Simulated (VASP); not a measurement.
# Ru (Fm-3m) in VASP: single point with PBE

Aim: the single point of Ru with PBE.

Everything below comes from runs of VASP 6.6.1. Logs are shortened: lines on timing, memory, paths and dates and some standing lists are left out, and cuts for length are marked.

## Step 1: The cell of the first run

The structure is cubic, space group Fm-3m (No. 225). Conventional cell: a = 3.811 Å, b = 3.811 Å, c = 3.811 Å, α = 90.00°, β = 90.00°, γ = 90.00°. Within 3.6 Å of Ru (site symmetry m-3m) lie 12 Ru at 2.69 Å.

This isn't the form of Ru at room conditions, which is hcp.

## Step 2: Single point, PBE, non-collinear spin, zero start, spin-orbit coupling

POSCAR reads:

```
Ru
1.0
    0.0000000000      1.9053312300      1.9053312300
    1.9053312300      0.0000000000      1.9053312300
    1.9053312300      1.9053312300      0.0000000000
Ru
1
Direct
    0.0000000000      0.0000000000      0.0000000000
```

INCAR.step1 reads:

```
SYSTEM = Ru
PREC = Accurate
ENCUT = 520
EDIFF = 1E-6
ISMEAR = 0
SIGMA = 0.05
LREAL = .False.
LASPH = .True.
NELM = 150
ALGO = Normal
ISIF = 2
LWAVE = .False.
LCHARG = .True.
LNONCOLLINEAR = .True.
MAGMOM = 0 0 0
LSORBIT = .True.
GGA_COMPAT = .False.
LORBMOM = .True.
LMAXMIX = 4
GGA = PE
NBANDS = 25
```

KPOINTS.step1 reads:

```
Automatic mesh
0
Gamma
  18 18 18
  0 0 0
```

INCAR.step2 reads:

```
SYSTEM = Ru
PREC = Accurate
ENCUT = 520
EDIFF = 1E-6
ISMEAR = -5
SIGMA = 0.05
LREAL = .False.
LASPH = .True.
NELM = 150
ALGO = Normal
ISIF = 2
LWAVE = .False.
LCHARG = .False.
LNONCOLLINEAR = .True.
MAGMOM = 0 0 0
LORBIT = 11
LSORBIT = .True.
GGA_COMPAT = .False.
LORBMOM = .True.
LMAXMIX = 4
GGA = PE
NBANDS = 25
NEDOS = 1001
ICHARG = 11
```

KPOINTS.step2 reads:

```
Automatic mesh
0
Gamma
  27 27 27
  0 0 0
```

Potentials or basis: VASP PAW PBE potentials, release 64 (Ru_pv).

The run is started by

```console
$ cat potpaw_PBE.64/Ru_pv/POTCAR > POTCAR
$ cp INCAR.step1 INCAR
$ cp KPOINTS.step1 KPOINTS
$ mpirun -np 1 vasp_ncl > vasp.out
$ cp INCAR.step2 INCAR
$ cp KPOINTS.step2 KPOINTS
$ mpirun -np 1 vasp_ncl > vasp.out
```

OUTCAR:

```text
SYSTEM = Ru
   PREC = Accurate
   ENCUT = 520
   EDIFF = 1E-6
   ISMEAR = -5
   LREAL = .False.
   LASPH = .True.
   NELM = 150
   ISIF = 2
   LNONCOLLINEAR = .True.
   LORBIT = 11
   LSORBIT = .True.
   GGA = PE
   ICHARG = 11

 ion  position               nearest neighbor table
   1  0.000  0.000  0.000-

  LATTYP: Found a face centered cubic cell.
 ALAT       =     3.8106624600

  Lattice vectors:

 A1 = (   0.0000000000,   1.9053312300,   1.9053312300)
 A2 = (   1.9053312300,   0.0000000000,   1.9053312300)
 A3 = (   1.9053312300,   1.9053312300,   0.0000000000)

Analysis of symmetry for initial positions (statically):
=====================================================================
 Subroutine PRICEL returns:
 Original cell was already a primitive cell.

 Routine SETGRP: Setting up the symmetry group for a
 face centered cubic supercell.

 Subroutine GETGRP returns: Found 48 space group operations
 (whereof 48 operations were pure point group operations)
 out of a pool of 48 trial point group operations.

The static configuration has the point symmetry O_h .

Analysis of symmetry for dynamics (positions and initial velocities):
=====================================================================
 Subroutine PRICEL returns:
 Original cell was already a primitive cell.

 Routine SETGRP: Setting up the symmetry group for a
 face centered cubic supercell.

 Subroutine GETGRP returns: Found 48 space group operations
 (whereof 48 operations were pure point group operations)
 out of a pool of 48 trial point group operations.

The dynamic configuration has the point symmetry O_h .

Analysis of structural, dynamic, and magnetic symmetry:
=====================================================================
 Subroutine PRICEL returns:
 Original cell was already a primitive cell.

 Routine SETGRP: Setting up the symmetry group for a
 face centered cubic supercell.

 Subroutine GETGRP returns: Found 48 space group operations
 (whereof 48 operations were pure point group operations)
 out of a pool of 48 trial point group operations.

The overall configuration has the point symmetry O_h .

 Subroutine INISYM returns: Found 48 space group operations
 (whereof 48 operations are pure point group operations),
 and found     1 'primitive' translations

----------------------------------------------------------------------------------------

                                     Primitive cell

  volume of cell :      13.8338

  direct lattice vectors                    reciprocal lattice vectors
     0.000000000  1.905331230  1.905331230    -0.262421563  0.262421563  0.262421563
     1.905331230  0.000000000  1.905331230     0.262421563 -0.262421563  0.262421563
     1.905331230  1.905331230  0.000000000     0.262421563  0.262421563 -0.262421563

  length of vectors
     2.694545266  2.694545266  2.694545266     0.454527481  0.454527481  0.454527481

  position of ions in fractional coordinates (direct lattice)
     0.000000000  0.000000000  0.000000000

  ion indices of the primitive-cell ions
   primitive index   ion index
                 1           1

----------------------------------------------------------------------------------------

 KPOINTS: Automatic mesh

Automatic generation of k-mesh.
 Grid dimensions read from file:
 generate k-points for:   27   27   27

 Generating k-lattice:

  Cartesian coordinates                     Fractional coordinates (reciprocal lattice)
    -0.009719317  0.009719317  0.009719317     0.037037037  0.000000000  0.000000000
     0.009719317 -0.009719317  0.009719317     0.000000000  0.037037037  0.000000000
     0.009719317  0.009719317 -0.009719317     0.000000000  0.000000000  0.037037037

  Length of vectors
     0.016834351  0.016834351  0.016834351

  Shift w.r.t. Gamma in fractional coordinates (k-lattice)
     0.000000000  0.000000000  0.000000000

[... 45 lines left out ...]
   ICHARG =     11    charge: 1-file 2-atom 10-const
   ISPIN  =      1    spin polarized calculation?
   LNONCOLLINEAR =      T non collinear calculations
   LSORBIT =      T    spin-orbit coupling
   LASPH  =      T    aspherical Exc in radial PAW
   ENCUT  =  520.0 eV  38.22 Ry    6.18 a.u.   5.01  5.01  5.01*2*pi/ulx,y,z
   NELM   =    150;   NELMIN=  2; NELMDL=  0     # of ELM steps
   EDIFF  = 0.1E-05   stopping-criterion for ELM
   LREAL  =      F    real-space projection
   EDIFFG = 0.1E-04   stopping-criterion for IOM
   NSW    =      0    number of steps for IOM
   IBRION =     -1    ionic relax: 0-MD 1-quasi-New 2-CG
   NFREE  =      0    steps in history (QN), initial steepest desc. (CG)
   ISIF   =      2    stress and relaxation
   ISYM   =      2    0-nonsym 1-usesym 2-fastsym
   POTIM  = 0.5000    time-step for ionic-motion
   TEBEG  =    0.0;   TEEND  =   0.0 temperature during run
   PSTRESS=    0.0 pullay stress
   NELECT =      14.0000    total number of electrons
   NUPDOWN=      -1.0000    fix difference up-down
   EMIN   =  10.00;   EMAX   =-10.00  energy-range for DOS
   EFERMI =   0.00;   METHOD = LEGACY
   ISMEAR =    -5;   SIGMA  =   0.05  broadening in eV -4-tet -1-fermi 0-gaus
   EFERMI_NEDOS =   21; number of points for ismear=-14 and -15
   IALGO  =     38    algorithm
   IMIX   =      4    mixing-type and parameters
     AMIX     =   0.40;   BMIX     =  1.00
     AMIX_MAG =   1.60;   BMIX_MAG =  1.00
  volume/ion in A,a.u.               =      13.83        93.36
  Fermi-wavevector in a.u.,A,eV,Ry     =   1.643629  3.106008 36.756343  2.701515
  Thomas-Fermi vector in A             =   2.733731
   LORBIT       =     11    0 simple, 1 ext, 2 COOP (PROOUT), +10 PAW based schemes
   GGA     = PE    functional components
   LHFCALC =     F    Hartree Fock is set to
   AEXX    =    0.0000 exact exchange contribution
   IVDW    =     0    specifies the selected vdW correction
   LEPSILON=     F    determine dielectric tensor
   LRPA    =     F    only Hartree local field effects (RPA)
 Fermi weights with tetrahedron method with Bloechl corrections
  energy-cutoff  :      520.00
  volume of cell :       13.83
 maximum number of plane-waves:       762

 number of electron      14.0000002 magnetization      -0.0000000      0.0000000      0.0000000

 Free energy of the ion-electron system (eV)
  ---------------------------------------------------
  ext. energy  EPLUGINS =         0.00000000
  ---------------------------------------------------
  free energy    TOTEN  =        -9.25439944 eV

  energy without entropy =       -9.25439944  energy(sigma->0) =       -9.25439944

 E-fermi :  12.4199     XC(G=0): -14.0013

 val. band max:       12.4706861354   @ k =  -0.4815   0.0741   0.0370
 cond. band min:      12.3812796668   @ k =   0.2222   0.0000   0.0000
 fundamental gap:     -0.0894064686
 Fermi energy:        12.4198743693

 k-point     1 :       0.0000    0.0000    0.0000
  band No.  band energies     occupation
      1     -32.2716      1.00000
      2     -32.2716      1.00000
      3     -28.8940      1.00000
      4     -28.8940      1.00000
      5     -28.8940      1.00000
      6     -28.8940      1.00000
[... 661 lines left out ...]
     24      28.3263      0.00000
     25      34.7853      0.00000

 [... further k-points ...]

------------------------ aborting loop because EDIFF is reached ----------------------------------------

  FORCE on cell =-STRESS in cart. coord.  units (eV):
  Direction    XX          YY          ZZ          XY          YZ          ZX
  --------------------------------------------------------------------------------------
  -------------------------------------------------------------------------------------
  Total       -0.0663037     -0.0663037     -0.0663037      0.0000000      0.0000000      0.0000000
  in kB       -7.6790394     -7.6790394     -7.6790394      0.0000000      0.0000000      0.0000000
  external PRESSURE =      -7.6790394 kB  Pullay stress =       0.0000000 kB

 VOLUME and BASIS-vectors are now :
 -----------------------------------------------------------------------------
  energy-cutoff  :      520.00
  volume of cell :       13.83
      direct lattice vectors                 reciprocal lattice vectors
     0.000000000  1.905331230  1.905331230    -0.262421563  0.262421563  0.262421563
     1.905331230  0.000000000  1.905331230     0.262421563 -0.262421563  0.262421563
     1.905331230  1.905331230  0.000000000     0.262421563  0.262421563 -0.262421563

 POSITION                                       TOTAL-FORCE (eV/Angst)
 -----------------------------------------------------------------------------------
      0.00000      0.00000      0.00000        -0.000000     -0.000000     -0.000000
 -----------------------------------------------------------------------------------
    total drift:                                0.000000      0.000000      0.000000

  FREE ENERGIE OF THE ION-ELECTRON SYSTEM (eV)
  ---------------------------------------------------
  free  energy   TOTEN  =        -9.2543994421 eV

  energy  without entropy=       -9.2543994421  energy(sigma->0) =       -9.25439944

 orbital moment (x)

 # of ion     p       d       tot
 ----------------------------------------
  1         0.000  -0.000  -0.000
 ----------------------------------------
            0.000  -0.000  -0.000

 orbital moment (y)

 # of ion     p       d       tot
 ----------------------------------------
  1         0.000  -0.000  -0.000
 ----------------------------------------
            0.000  -0.000  -0.000

 orbital moment (z)

 # of ion     p       d       tot
 ----------------------------------------
  1         0.000   0.000   0.000
 ----------------------------------------
            0.000   0.000   0.000

 Spin-Orbit-Coupling matrix elements

 Ion:    1  E_soc:     -0.2669737
 l=   1
     0.0000000    -0.0363297    -0.0363297
    -0.0363297     0.0000000    -0.0363297
    -0.0363297    -0.0363297     0.0000000
 l=   2
     0.0000000    -0.0014629     0.0000000    -0.0014629    -0.0067030
    -0.0014629     0.0000000    -0.0050272    -0.0014629    -0.0016757
     0.0000000    -0.0050272     0.0000000    -0.0050272     0.0000000
    -0.0014629    -0.0014629    -0.0050272     0.0000000    -0.0016757
    -0.0067030    -0.0016757     0.0000000    -0.0016757     0.0000000
 l=   3
     0.0000000     0.0000000     0.0000000     0.0000000     0.0000000     0.0000000     0.0000000
     0.0000000     0.0000000     0.0000000     0.0000000     0.0000000     0.0000000     0.0000000
     0.0000000     0.0000000     0.0000000     0.0000000     0.0000000     0.0000000     0.0000000
     0.0000000     0.0000000     0.0000000     0.0000000     0.0000000     0.0000000     0.0000000
     0.0000000     0.0000000     0.0000000     0.0000000     0.0000000     0.0000000     0.0000000
     0.0000000     0.0000000     0.0000000     0.0000000     0.0000000     0.0000000     0.0000000
     0.0000000     0.0000000     0.0000000     0.0000000     0.0000000     0.0000000     0.0000000

 total charge

# of ion       s       p       d       tot
------------------------------------------
    1        0.401   6.299   5.933  12.634

 magnetization (x)

# of ion       s       p       d       tot
------------------------------------------
    1        0.000   0.000   0.000   0.000

 magnetization (y)

# of ion       s       p       d       tot
------------------------------------------
    1       -0.000   0.000  -0.000   0.000

 magnetization (z)

# of ion       s       p       d       tot
------------------------------------------
    1       -0.000   0.000  -0.000   0.000
```

Run time: 2.3 min. Hardware: 1 thread of Intel Xeon 6975P-C (Granite Rapids), shared host; peak memory 0.36 GiB.

What came out:

| Quantity | Value |
| --- | --- |
| Net moment | 0.00 μB per cell |
| Valence electrons inside the program's atomic spheres | Ru 12.63 |

Moments on the atoms (μB; x, y, z):
```
Ru  0.00 0.00 0.00
```
